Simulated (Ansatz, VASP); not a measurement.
**AlN in VASP and in Ansatz**

INCAR

```
SYSTEM = AlN
PREC = Accurate
ENCUT = 520
EDIFF = 1E-6
ISMEAR = 0
SIGMA = 0.05
LREAL = Auto
LASPH = .True.
NELM = 100
ALGO = Normal
ISIF = 2
LWAVE = .False.
LCHARG = .True.
GGA = PE
LELF = .True.
LVHAR = .True.
NBANDS = 46
```

File KPOINTS:

```
regular mesh
0
Gamma
  4 8 3
  0 0 0
```

File POSCAR:

```
AlN
1.0
   -1.5651197814     -2.7108669814      5.0179796556
    1.5651197814     -2.7108669814      0.0000000000
    7.8255989073     -2.1686935851      9.5341613456
Al N
8 8
Direct
    0.5796592434      0.9108316798      0.0981155127
    0.1546592434     -0.2641683202      0.8481155127
    0.1046592434      0.1858316798      0.3481155127
   -0.3703407566      0.4608316798      0.5981155127
    0.6838259100     -0.0266683201      0.3064488460
    0.1588259100      0.6983316799      0.0564488460
    0.2088259100      0.2483316799      0.5564488460
   -0.2661740900     -0.4766683201      0.8064488460
    0.7799690900      0.6342133201      0.1935011540
   -0.6450309100     -0.5407866799      0.9435011540
    0.3049690900     -0.0907866799      0.4435011540
   -0.1700309100      0.1842133201      0.6935011540
   -0.1158642434     -0.3032866798      0.4018344873
    0.3591357566      0.4217133202      0.1518344873
    0.4091357566     -0.0282866798      0.6518344873
   -0.0658642434     -0.7532866798      0.9018344873
```

Input for Ansatz:

```yaml
crystal:
  lattice:
    - [-1.5651197814, -2.7108669814, 5.0179796556]
    - [1.5651197814, -2.7108669814, 0.0]
    - [7.8255989073, -2.1686935851, 9.5341613456]
  atoms:
    - { symbol: Al, position: [0.5796592434, 0.9108316798, 0.0981155127] }
    - { symbol: Al, position: [0.1546592434, -0.2641683202, 0.8481155127] }
    - { symbol: Al, position: [0.1046592434, 0.1858316798, 0.3481155127] }
    - { symbol: Al, position: [-0.3703407566, 0.4608316798, 0.5981155127] }
    - { symbol: Al, position: [0.68382591, -0.0266683201, 0.306448846] }
    - { symbol: Al, position: [0.15882591, 0.6983316799, 0.056448846] }
    - { symbol: Al, position: [0.20882591, 0.2483316799, 0.556448846] }
    - { symbol: Al, position: [-0.26617409, -0.4766683201, 0.806448846] }
    - { symbol: "N", position: [0.77996909, 0.6342133201, 0.193501154] }
    - { symbol: "N", position: [-0.64503091, -0.5407866799, 0.943501154] }
    - { symbol: "N", position: [0.30496909, -0.0907866799, 0.443501154] }
    - { symbol: "N", position: [-0.17003091, 0.1842133201, 0.693501154] }
    - { symbol: "N", position: [-0.1158642434, -0.3032866798, 0.4018344873] }
    - { symbol: "N", position: [0.3591357566, 0.4217133202, 0.1518344873] }
    - { symbol: "N", position: [0.4091357566, -0.0282866798, 0.6518344873] }
    - { symbol: "N", position: [-0.0658642434, -0.7532866798, 0.9018344873] }
basis:
  ecutwfc: 420
kpoints:
  mp_grid: { grid: [4, 8, 3] }
hamiltonian:
  xc: pbe
scf:
  occupations: { method: gaussian, width: 0.05 }
output:
  forces: true
  stress: true
  eigenvalues: true
```

Alike in both runs: task single point; functional PBE; k mesh 4 × 8 × 3; occupations gaussian, width 0.05 eV; no spin polarisation.

|  | VASP | Ansatz |
| --- | --- | --- |
| version | VASP 6.6.1 | Ansatz 0.2.0 |
| potentials or method | VASP PAW PBE potentials, release 64 (Al, N), cutoff 520 eV | scalar-relativistic, plane waves, PAW |
| valence electrons in the cell | 64 | 64 |

|  | VASP | Ansatz | Ansatz less VASP |
| --- | --- | --- | --- |
| gap on the k mesh at the Fermi level (eV) | 3.37 | 3.37 | -0.004 |
| least direct gap on the mesh (eV) | 3.37 | 3.37 | -0.004 |
| pressure (GPa) | 2.2 | 2.4 | +0.24 |
| traceless stress, the component that is largest in VASP (GPa) | -6.98 | -6.90 | +0.079 |
| rms of the force components (eV/Å) | 1.562 | 1.548 | -0.0140 |

Atom by atom the forces differ by 0.015 eV/Å (rms over components).
